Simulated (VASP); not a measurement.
# Ti (P6_3/mmc) in VASP: a series of runs

Ti is run at these levels: r2SCAN; tasks: single point.

Everything below comes from runs of VASP 6.6.1. Logs are shortened: lines on timing, memory, paths and dates and some standing lists are left out, and cuts for length are marked.

### 1 The cell of the first run

It takes space group P6_3/mmc (No. 194, hexagonal). Conventional cell: a = 2.867 Å, b = 2.867 Å, c = 4.824 Å, α = 90.00°, β = 90.00°, γ = 120.00°. Ti (site symmetry -6m2) has 12 Ti at 2.87 to 2.93 Å within 3.8 Å.

### 2 Single point, r2SCAN

The input, POSCAR:

```
Ti
1.0
    2.8666000000      0.0000000000      0.0000000000
   -1.4333000000      2.4825484225      0.0000000000
    0.0000000000      0.0000000000      4.8240000000
Ti
2
Direct
    0.3333333333      0.6666666667      0.2500000000
    0.6666666667      0.3333333333      0.7500000000
```

The input, INCAR.step1:

```
PREC = Accurate
ENCUT = 520
ISMEAR = 1
SIGMA = 0.05
LREAL = F
LASPH = T
NELM = 60
NBANDS = 19
GGA = PE
ALGO = Normal
EDIFF = 1E-4
LWAVE = T
LCHARG = F
```

The input, INCAR.step2:

```
PREC = Accurate
ENCUT = 520
EDIFF = 1E-6
ISMEAR = 1
SIGMA = 0.05
LREAL = F
LASPH = T
NELM = 60
ALGO = Normal
ISIF = 2
LWAVE = F
LCHARG = F
METAGGA = R2SCAN
LMIXTAU = T
NBANDS = 19
ISTART = 1
```

The input, KPOINTS:

```
Automatic mesh
0
Gamma
  18 18 10
```

Potentials or basis: VASP PAW PBE potentials, release 64 (Ti_sv).

On the command line:

```sh
cat potpaw_PBE.64/Ti_sv/POTCAR > POTCAR
cp INCAR.step1 INCAR
mpirun -np 1 vasp_std > vasp.out
cp INCAR.step2 INCAR
mpirun -np 1 vasp_std > vasp.out
```

OUTCAR:

```text
PREC = Accurate
   ENCUT = 520
   EDIFF = 1E-6
   ISMEAR = 1
   LREAL = F
   LASPH = T
   NELM = 60
   ISIF = 2
   METAGGA = R2SCAN
   ISTART = 1

 ion  position               nearest neighbor table
   1  0.333  0.667  0.250-
   2  0.667  0.333  0.750-

  LATTYP: Found a hexagonal cell.
 ALAT       =     2.8666000000
 C/A-ratio  =     1.6828298333

  Lattice vectors:

 A1 = (   2.8666000000,   0.0000000000,   0.0000000000)
 A2 = (  -1.4333000000,   2.4825484225,   0.0000000000)
 A3 = (   0.0000000000,   0.0000000000,   4.8240000000)

Analysis of symmetry for initial positions (statically):
=====================================================================
 Subroutine PRICEL returns:
 Original cell was already a primitive cell.

 Routine SETGRP: Setting up the symmetry group for a
 hexagonal supercell.

 Subroutine GETGRP returns: Found 24 space group operations
 (whereof 12 operations were pure point group operations)
 out of a pool of 24 trial point group operations.

The static configuration has the point symmetry D_3d.
 The point group associated with its full space group is D_6h.

Analysis of symmetry for dynamics (positions and initial velocities):
=====================================================================
 Subroutine PRICEL returns:
 Original cell was already a primitive cell.

 Routine SETGRP: Setting up the symmetry group for a
 hexagonal supercell.

 Subroutine GETGRP returns: Found 24 space group operations
 (whereof 12 operations were pure point group operations)
 out of a pool of 24 trial point group operations.

The dynamic configuration has the point symmetry D_3d.
 The point group associated with its full space group is D_6h.

 Subroutine INISYM returns: Found 24 space group operations
 (whereof 12 operations are pure point group operations),
 and found     1 'primitive' translations

----------------------------------------------------------------------------------------

                                     Primitive cell

  volume of cell :      34.3299

  direct lattice vectors                    reciprocal lattice vectors
     2.866600000  0.000000000  0.000000000     0.348845322  0.201405941  0.000000000
    -1.433300000  2.482548422  0.000000000     0.000000000  0.402811881  0.000000000
     0.000000000  0.000000000  4.824000000     0.000000000  0.000000000  0.207296849

  length of vectors
     2.866600000  2.866600000  4.824000000     0.402811881  0.402811881  0.207296849

  position of ions in fractional coordinates (direct lattice)
     0.333333333  0.666666667  0.250000000
     0.666666667  0.333333333  0.750000000

  ion indices of the primitive-cell ions
   primitive index   ion index
                 1           1
                 2           2

----------------------------------------------------------------------------------------

 KPOINTS: Automatic mesh

Automatic generation of k-mesh.
 Grid dimensions read from file:
 generate k-points for:   18   18   10

 Generating k-lattice:

  Cartesian coordinates                     Fractional coordinates (reciprocal lattice)
     0.019380296  0.011189219  0.000000000     0.055555556  0.000000000  0.000000000
     0.000000000  0.022378438  0.000000000     0.000000000  0.055555556  0.000000000
     0.000000000  0.000000000  0.020729685     0.000000000  0.000000000  0.100000000

  Length of vectors
     0.022378438  0.022378438  0.020729685

  Shift w.r.t. Gamma in fractional coordinates (k-lattice)
     0.000000000  0.000000000  0.000000000

 Subroutine IBZKPT returns following result:
 ===========================================

 Found    222 irreducible k-points:

 Following reciprocal coordinates:
            Coordinates               Weight
  0.000000  0.000000  0.000000      1.000000
  0.055556  0.000000  0.000000      6.000000
  0.111111  0.000000  0.000000      6.000000
  0.166667  0.000000  0.000000      6.000000
  0.222222  0.000000  0.000000      6.000000
  0.277778  0.000000  0.000000      6.000000
[... 16 lines left out ...]
  0.333333  0.111111  0.000000     12.000000
  0.388889  0.111111  0.000000     12.000000
 [... further k-points ...]
   k-points           NKPTS =    222   k-points in BZ     NKDIM =    222   number of bands    NBANDS=     19
   number of dos      NEDOS =    301   number of ions     NIONS =      2
   total plane-waves  NPLWV =  20736
   dimension x,y,z NGX =    24 NGY =   24 NGZ =   36
   dimension x,y,z NGXF=    48 NGYF=   48 NGZF=   72
   ions per type =               2
   NGX,Y,Z   is equivalent  to a cutoff of  13.92, 13.92, 12.41 a.u.
   NGXF,Y,Z  is equivalent  to a cutoff of  27.84, 27.84, 24.81 a.u.
 SYSTEM =  unknown system
   PREC   = accura    normal or accurate (medium, high low for compatibility)
   ISTART =      1    job   : 0-new  1-cont  2-samecut
   ICHARG =      0    charge: 1-file 2-atom 10-const
   ISPIN  =      1    spin polarized calculation?
   LNONCOLLINEAR =      F non collinear calculations
[... 88 lines left out ...]
      3     -26.1635      2.00000
      4     -25.5755      2.00000
      5     -25.5264      2.00000
      6     -25.5249      2.00000
[... 11 lines left out ...]
     18      10.4974      0.00000
     19      12.0820      0.00000

 k-point     4 :       0.1667    0.0000    0.0000
  band No.  band energies     occupation
      1     -50.6371      2.00000
      2     -50.5316      2.00000
      3     -26.1292      2.00000
      4     -25.6573      2.00000
      5     -25.5814      2.00000
      6     -25.5482      2.00000
[... 11 lines left out ...]
     18      10.4437      0.00000
     19      12.1466      0.00000

 k-point     5 :       0.2222    0.0000    0.0000
  band No.  band energies     occupation
      1     -50.6157      2.00000
      2     -50.5206      2.00000
      3     -26.0845      2.00000
      4     -25.7579      2.00000
      5     -25.6787      2.00000
      6     -25.5759      2.00000
[... 11 lines left out ...]
     18      10.8208      0.00000
     19      12.2019      0.00000

 k-point     6 :       0.2778    0.0000    0.0000
  band No.  band energies     occupation
      1     -50.5921      2.00000
      2     -50.5095      2.00000
      3     -26.0330      2.00000
      4     -25.8652      2.00000
      5     -25.7798      2.00000
      6     -25.6048      2.00000
[... 11 lines left out ...]
     18      11.2503      0.00000
     19      12.2417      0.00000

 k-point     7 :       0.3333   -0.0000    0.0000
  band No.  band energies     occupation
      1     -50.5688      2.00000
      2     -50.5002      2.00000
      3     -25.9786      2.00000
      4     -25.9660      2.00000
      5     -25.8727      2.00000
      6     -25.6315      2.00000
[... 11 lines left out ...]
     18      11.6887      0.00000
     19      12.2667      0.00000

 k-point     8 :       0.3889   -0.0000    0.0000
  band No.  band energies     occupation
      1     -50.5485      2.00000
      2     -50.4938      2.00000
      3     -26.0479      2.00000
      4     -25.9473      2.00000
      5     -25.9271      2.00000
      6     -25.6529      2.00000
[... 256 lines left out ...]
 k-point    20 :       0.1667    0.1111    0.0000
  band No.  band energies     occupation
      1     -50.6072      2.00000
      2     -50.5164      2.00000
      3     -26.0663      2.00000
      4     -25.7679      2.00000
      5     -25.7319      2.00000
      6     -25.5794      2.00000
[... 11 lines left out ...]
     18      11.1149      0.00000
     19      12.1331      0.00000

 k-point    21 :       0.2222    0.1111    0.0000
  band No.  band energies     occupation
      1     -50.5847      2.00000
      2     -50.5063      2.00000
      3     -26.0163      2.00000
      4     -25.8645      2.00000
      5     -25.8112      2.00000
      6     -25.6189      2.00000
[... 11 lines left out ...]
     18      11.6080      0.00000
     19      12.1430      0.00000

 k-point    22 :       0.2778    0.1111    0.0000
  band No.  band energies     occupation
      1     -50.5625      2.00000
      2     -50.4978      2.00000
      3     -25.9632      2.00000
      4     -25.9566      2.00000
      5     -25.8827      2.00000
      6     -25.6568      2.00000
[... 11 lines left out ...]
     18      12.1328      0.00000
     19      12.1475      0.00000

 k-point    23 :       0.3333    0.1111    0.0000
  band No.  band energies     occupation
      1     -50.5429      2.00000
      2     -50.4923      2.00000
      3     -26.0313      2.00000
      4     -25.9404      2.00000
      5     -25.9124      2.00000
      6     -25.6874      2.00000
[... 11 lines left out ...]
     18      12.1474      0.00000
     19      12.6586      0.00000

 k-point    24 :       0.3889    0.1111    0.0000
  band No.  band energies     occupation
      1     -50.5288      2.00000
      2     -50.4899      2.00000
      3     -26.0798      2.00000
      4     -25.9780      2.00000
      5     -25.8719      2.00000
      6     -25.7073      2.00000
[... 11 lines left out ...]
     18      12.2206      0.00000
     19      13.1606      0.00000

 [... further k-points ...]

------------------------ aborting loop because EDIFF is reached ----------------------------------------

  FORCE on cell =-STRESS in cart. coord.  units (eV):
  Direction    XX          YY          ZZ          XY          YZ          ZX
  --------------------------------------------------------------------------------------
  -------------------------------------------------------------------------------------
  Total        0.8587227      0.8587227     -0.8537078      0.0000000     -0.0000000      0.0000000
  in kB       40.0766479     40.0766479    -39.8426041      0.0000000     -0.0000000      0.0000000
  external PRESSURE =      13.4368972 kB  Pullay stress =       0.0000000 kB

 VOLUME and BASIS-vectors are now :
 -----------------------------------------------------------------------------
  energy-cutoff  :      520.00
  volume of cell :       34.33
      direct lattice vectors                 reciprocal lattice vectors
     2.866600000  0.000000000  0.000000000     0.348845322  0.201405941  0.000000000
    -1.433300000  2.482548422  0.000000000     0.000000000  0.402811881  0.000000000
     0.000000000  0.000000000  4.824000000     0.000000000  0.000000000  0.207296849

 POSITION                                       TOTAL-FORCE (eV/Angst)
 -----------------------------------------------------------------------------------
     -0.00000      1.65503      1.20600        -0.000000      0.000000      0.000000
      1.43330      0.82752      3.61800         0.000000     -0.000000      0.000000
 -----------------------------------------------------------------------------------
    total drift:                                0.000000     -0.000000      0.000000

  FREE ENERGIE OF THE ION-ELECTRON SYSTEM (eV)
  ---------------------------------------------------
  free  energy   TOTEN  =       -25.8638959427 eV

  energy  without entropy=      -25.8638015014  energy(sigma->0) =      -25.86386446
```

It took 2.9 min on 1 thread of Intel Xeon 6975P-C (Granite Rapids), shared host; peak memory 0.25 GiB.

Results:

```yaml
Free_energy: -25.8639 eV
Pressure: 1.3 GPa
Band_gap_on_the_k_mesh: zero (band 12 reaches 9.11 eV, above the bottom of band 13 at 8.15 eV)
```

Stress tensor (GPa, compression positive):
```
 4.01  0.00  0.00
 0.00  4.01  0.00
 0.00  0.00 -3.98
```

Levels at points of the mesh, in eV from the Fermi level:
| k point | band 9 | band 10 | band 11 | band 12 | band 13 | band 14 | band 15 | band 16 |
| --- | --- | --- | --- | --- | --- | --- | --- | --- |
| (0.00, 0.00, 0.00) | -6.63 | -2.92 | 0.02 | 0.59 | 0.96 | 0.96 | 1.39 | 1.39 |
| (0.50, 0.00, 0.00) | -2.46 | -2.28 | -2.03 | -0.56 | 0.48 | 0.95 | 1.06 | 3.78 |
| (0.00, 0.00, 0.50) | -4.82 | -4.82 | -0.18 | -0.18 | 0.95 | 0.95 | 0.95 | 0.95 |
| (0.50, 0.00, 0.50) | -2.70 | -2.70 | -1.00 | -1.00 | 1.36 | 1.36 | 2.13 | 2.13 |

Caveat: the PAW data sets were made with another functional, which shifts forces and pressure a little.

### 3 Single point, r2SCAN

This run uses another cell than the first one, of 17.30 Å³/atom, 1.008 times its volume.

The input, POSCAR:

```
Ti
1.0
    2.9350879604      0.0000000000      0.0000000000
   -1.4675439802      2.5418607360      0.0000000000
    0.0000000000      0.0000000000      4.6384185731
Ti
2
Direct
    0.3333333333      0.6666666667      0.2500000000
    0.6666666667      0.3333333333      0.7500000000
```

The input, INCAR.step1:

```
SYSTEM = Ti
ALGO     = Normal         ! electronic algorithm
EDIFF    = 1E-4           ! SCF threshold, eV
ENCUT    = 520            ! plane-wave cutoff, eV
GGA      = PE             ! functional
ISMEAR   = 1              ! smearing method
LASPH    = .True.         ! aspherical terms in the spheres
LCHARG   = .False.        ! write CHGCAR
LREAL    = .False.        ! projectors in reciprocal space
LWAVE    = .True.         ! write WAVECAR
NBANDS   = 19             ! bands
NELM     = 60             ! most SCF steps
PREC     = Accurate       ! precision mode
SIGMA    = 0.05           ! smearing width, eV
```

The input, INCAR.step2:

```
SYSTEM = Ti
ALGO     = Normal         ! electronic algorithm
EDIFF    = 1E-6           ! SCF threshold, eV
ENCUT    = 520            ! plane-wave cutoff, eV
ISIF     = 2              ! what is computed and relaxed
ISMEAR   = 1              ! smearing method
ISTART   = 1            
LASPH    = .True.         ! aspherical terms in the spheres
LCHARG   = .False.        ! write CHGCAR
LMIXTAU  = .True.       
LREAL    = .False.        ! projectors in reciprocal space
LWAVE    = .False.        ! write WAVECAR
METAGGA  = R2SCAN         ! meta-GGA
NBANDS   = 19             ! bands
NELM     = 60             ! most SCF steps
PREC     = Accurate       ! precision mode
SIGMA    = 0.05           ! smearing width, eV
```

The input, KPOINTS:

```
k-points
0
Gamma
  18 18 10
  0 0 0
```

Potentials or basis: VASP PAW PBE potentials, release 64 (Ti_sv).

On the command line:

```sh
cat potpaw_PBE.64/Ti_sv/POTCAR > POTCAR
cp INCAR.step1 INCAR
mpirun -np 1 vasp_std > vasp.out
cp INCAR.step2 INCAR
mpirun -np 1 vasp_std > vasp.out
```

Run time: 3.1 min. Hardware: 1 thread of Intel Xeon 6975P-C (Granite Rapids), shared host; peak memory 0.24 GiB.

The run converged. Its results:

```yaml
Free_energy: -25.9013 eV
Pressure: 0.3 GPa
Band_gap_on_the_k_mesh: zero (band 12 reaches 9.31 eV, above the bottom of band 13 at 8.07 eV)
```

Stress tensor (GPa, compression positive):
```
0.38 0.00 0.00
0.00 0.38 0.00
0.00 0.00 0.20
```

Levels at points of the mesh, in eV from the Fermi level:
```tsv
k point	band 8	band 9	band 10	band 11	band 12	band 13	band 14	band 15	band 16	band 17
(0.00, 0.00, 0.00)	-34.03	-6.64	-2.89	0.58	0.85	0.85	0.97	1.39	1.39	1.81
(0.50, 0.00, 0.00)	-34.10	-2.54	-2.31	-1.96	-0.86	0.59	0.69	1.26	3.54	3.77
(0.00, 0.00, 0.50)	-34.08	-4.69	-4.69	0.06	0.06	0.76	0.76	0.76	0.76	3.03
(0.50, 0.00, 0.50)	-34.20	-2.70	-2.70	-0.89	-0.89	1.24	1.24	1.89	1.89	3.68
```

Caveat: the PAW data sets were made with another functional, which shifts forces and pressure a little.

### 4 Single point, r2SCAN

This run uses another cell than the first one, of 17.40 Å³/atom, 1.013 times its volume.

The input, POSCAR:

```
Ti
1.0
    3.0036000000      0.0000000000      0.0000000000
   -1.5018000000      2.6011939028      0.0000000000
    0.0000000000      0.0000000000      4.4529000000
Ti
2
Direct
    0.3333333333      0.6666666667      0.2500000000
    0.6666666667      0.3333333333      0.7500000000
```

The input, INCAR.step1:

```
SYSTEM = Ti
PREC = Accurate
ENCUT = 520
ISMEAR = 1
SIGMA = 0.05
LREAL = .FALSE.
LASPH = .TRUE.
NELM = 80
NBANDS = 19
GGA = PE
ALGO = Normal
EDIFF = 1E-4
LWAVE = .TRUE.
LCHARG = .FALSE.
```

The input, INCAR.step2:

```
SYSTEM = Ti
PREC = Accurate
ENCUT = 520
EDIFF = 1E-7
ISMEAR = 1
SIGMA = 0.05
LREAL = .FALSE.
LASPH = .TRUE.
NELM = 80
ALGO = Normal
ISIF = 2
LWAVE = .FALSE.
LCHARG = .TRUE.
METAGGA = R2SCAN
LMIXTAU = .TRUE.
LELF = .TRUE.
LVHAR = .TRUE.
NBANDS = 19
ISTART = 1
```

The input, KPOINTS:

```
Automatic mesh
0
G
  18 18 10
  0 0 0
```

On the command line:

```sh
cat potpaw_PBE.64/Ti_sv/POTCAR > POTCAR
cp INCAR.step1 INCAR
mpirun -np 1 vasp_std > vasp.out
cp INCAR.step2 INCAR
mpirun -np 1 vasp_std > vasp.out
```

Run time: 3.5 min. Hardware: 1 thread of Intel Xeon 6975P-C (Granite Rapids), shared host; peak memory 0.25 GiB.

It converged, with:

```
Free energy            : -25.8653 eV
Pressure               : -0.2 GPa
Band gap on the k mesh : zero (band 12 reaches 9.21 eV, above the bottom of band 13 at 8.03 eV)
```

Stress tensor (GPa, compression positive):
```
-2.73  0.00  0.00
 0.00 -2.73  0.00
 0.00  0.00  4.92
```

Levels at points of the mesh, in eV from the Fermi level:
| k point | band 8 | band 9 | band 10 | band 11 | band 12 | band 13 | band 14 | band 15 | band 16 | band 17 |
| --- | --- | --- | --- | --- | --- | --- | --- | --- | --- | --- |
| (0.00, 0.00, 0.00) | -34.09 | -6.64 | -2.89 | 0.73 | 0.73 | 1.23 | 1.35 | 1.39 | 1.39 | 1.45 |
| (0.50, 0.00, 0.00) | -34.14 | -2.64 | -2.38 | -1.87 | -1.13 | 0.25 | 0.92 | 1.51 | 3.26 | 3.59 |
| (0.00, 0.00, 0.50) | -34.17 | -4.55 | -4.55 | 0.31 | 0.31 | 0.53 | 0.53 | 0.53 | 0.53 | 3.01 |
| (0.50, 0.00, 0.50) | -34.24 | -2.70 | -2.70 | -0.78 | -0.78 | 1.17 | 1.17 | 1.66 | 1.66 | 3.47 |

Caveat: the PAW data sets were made with another functional, which shifts forces and pressure a little.

### 5 Single point, r2SCAN

This run uses another cell than the first one, of 17.43 Å³/atom, 1.016 times its volume.

The input, POSCAR:

```
Ti
1.0
    3.1405000000      0.0000000000      0.0000000000
   -1.5702500000      2.7197527806      0.0000000000
    0.0000000000      0.0000000000      4.0818000000
Ti
2
Direct
    0.3333333333      0.6666666667      0.2500000000
    0.6666666667      0.3333333333      0.7500000000
```

The input, INCAR.step1:

```
SYSTEM = Ti
ALGO = Normal
EDIFF = 1E-4
ENCUT = 520
GGA = PE
ISMEAR = 1
LASPH = .True.
LCHARG = .False.
LREAL = .False.
LWAVE = .True.
NBANDS = 19
NELM = 80
PREC = Accurate
SIGMA = 0.05
```

The input, INCAR.step2:

```
SYSTEM = Ti
ALGO = Normal
EDIFF = 1E-6
ENCUT = 520
ISIF = 2
ISMEAR = 1
ISTART = 1
LASPH = .True.
LCHARG = .False.
LMIXTAU = .True.
LREAL = .False.
LWAVE = .False.
METAGGA = R2SCAN
NBANDS = 19
NELM = 80
PREC = Accurate
SIGMA = 0.05
```

The input, KPOINTS:

```
k-points
0
Gamma
  18 18 10
  0 0 0
```

On the command line:

```sh
cat potpaw_PBE.64/Ti_sv/POTCAR > POTCAR
cp INCAR.step1 INCAR
mpirun -np 1 vasp_std > vasp.out
cp INCAR.step2 INCAR
mpirun -np 1 vasp_std > vasp.out
```

It took 2.8 min on 1 thread of Intel Xeon 6975P-C (Granite Rapids), shared host; peak memory 0.24 GiB.

Results (log left out):

```
Free energy            : -25.6196 eV
Pressure               : 0.1 GPa
Band gap on the k mesh : zero (band 12 reaches 9.05 eV, above the bottom of band 13 at 8.03 eV)
```

Stress tensor (GPa, compression positive):
```
-5.45  0.00  0.00
 0.00 -5.45  0.00
 0.00  0.00 11.26
```

Levels at points of the mesh, in eV from the Fermi level:
```
           k point  band 10  band 11  band 12  band 13  band 14  band 15
(0.00, 0.00, 0.00)    -2.85     0.58     0.58     0.93     0.93     1.50
(0.50, 0.00, 0.00)    -2.46    -1.46    -1.45    -0.18     1.55     2.18
(0.00, 0.00, 0.50)    -4.07     0.09     0.09     0.09     0.09     1.04
(0.50, 0.00, 0.50)    -2.50    -0.43    -0.43     1.33     1.33     1.37
```

Caveat: the PAW data sets were made with another functional, which shifts forces and pressure a little.

### 6 The runs side by side

```tsv
cell	gap on the mesh (eV)	pressure (GPa)
a = 2.867, b = 2.867, c = 4.824 Å, angles 90.0, 90.0, 120.0°, 2 atoms	none	1.3
a = 2.935, b = 2.935, c = 4.638 Å, angles 90.0, 90.0, 120.0°, 2 atoms	none	0.3
a = 3.004, b = 3.004, c = 4.453 Å, angles 90.0, 90.0, 120.0°, 2 atoms	none	-0.2
a = 3.140, b = 3.141, c = 4.082 Å, angles 90.0, 90.0, 120.0°, 2 atoms	none	0.1
```

Alike in all rows: task single point; level r2SCAN; potentials or basis VASP PAW PBE potentials, release 64 (Ti_sv); no spin polarisation; k mesh 18 × 18 × 10; cutoff (eV) 520; smearing methfessel-paxton 0.05 eV.

Caveats: the PAW data sets were made with another functional, which shifts forces and pressure a little.

Total energies depend on the potentials used, so only differences within one code and one set of settings carry meaning.
